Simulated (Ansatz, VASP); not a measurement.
Two plane-wave programs on Ta4GeIr

File INCAR:

```
PREC = Accurate
ENCUT = 520
EDIFF = 1E-6
ISMEAR = 0
SIGMA = 0.1
LREAL = False
LASPH = True
NELM = 60
ALGO = Normal
ISIF = 2
LWAVE = False
LCHARG = False
GGA = PE
NBANDS = 42
```

File KPOINTS:

```
regular mesh
0
Gamma
  4 4 4
```

The input POSCAR:

```
Ta4GeIr
1.0
    0.0000000000      3.8069327400      3.8069327400
    3.8069327400      0.0000000000      3.8069327400
    3.8069327400      3.8069327400      0.0000000000
Ta Ge Ir
4 1 1
Direct
    0.1249259700      0.6250246800      0.6250246800
    0.6250246800      0.6250246800      0.1249259700
    0.6250246800      0.6250246800      0.6250246800
    0.6250246800      0.1249259700      0.6250246800
    0.2500000000      0.2500000000      0.2500000000
    0.0000000000      0.0000000000      0.0000000000
```

Input for Ansatz:

```yaml
crystal:
  lattice:
    - [0.0, 3.80693274, 3.80693274]
    - [3.80693274, 0.0, 3.80693274]
    - [3.80693274, 3.80693274, 0.0]
  atoms:
    - { symbol: Ta, position: [0.12492597, 0.62502468, 0.62502468] }
    - { symbol: Ta, position: [0.62502468, 0.62502468, 0.12492597] }
    - { symbol: Ta, position: [0.62502468, 0.62502468, 0.62502468] }
    - { symbol: Ta, position: [0.62502468, 0.12492597, 0.62502468] }
    - { symbol: Ge, position: [0.25, 0.25, 0.25] }
    - { symbol: Ir, position: [0.0, 0.0, 0.0] }
basis:
  ecutwfc: 420
kpoints:
  mp_grid: { grid: [4, 4, 4] }
hamiltonian:
  xc: pbe
scf:
  occupations: { method: gaussian, width: 0.1 }
  lower_state_search: "off"
output:
  forces: true
  stress: true
  eigenvalues: true
```

Change from the starting cell: species swapped into the YZrFe4 type (F-43m, No. 216).

Alike in both runs: task single point; functional PBE; k mesh 4 × 4 × 4; occupations gaussian, width 0.1 eV; no spin polarisation.

|  | VASP | Ansatz |
| --- | --- | --- |
| version | VASP 6.6.1 | Ansatz 0.2.0 |
| potentials or method | VASP PAW PBE potentials, release 64 (Ta_pv, Ge_d, Ir), cutoff 520 eV | scalar-relativistic, plane waves, PAW |
| valence electrons in the cell | 67 | 83 |

```csv
,VASP,Ansatz,Ansatz less VASP
gap on the k mesh at the Fermi level (eV),none,none,-
pressure (GPa),-0.4,-0.6,-0.18
rms of the force components (eV/Å),0.232,0.233,+0.0014
```

Atom by atom the forces differ by 0.001 eV/Å (rms over components). A gap of «none» marks a metal or a gap that the smearing closes. VASP's potentials hold 67 valence electrons a cell and Ansatz's 83, so a difference there can come from the potentials and not from the codes.

Spin-orbit coupling is off throughout.
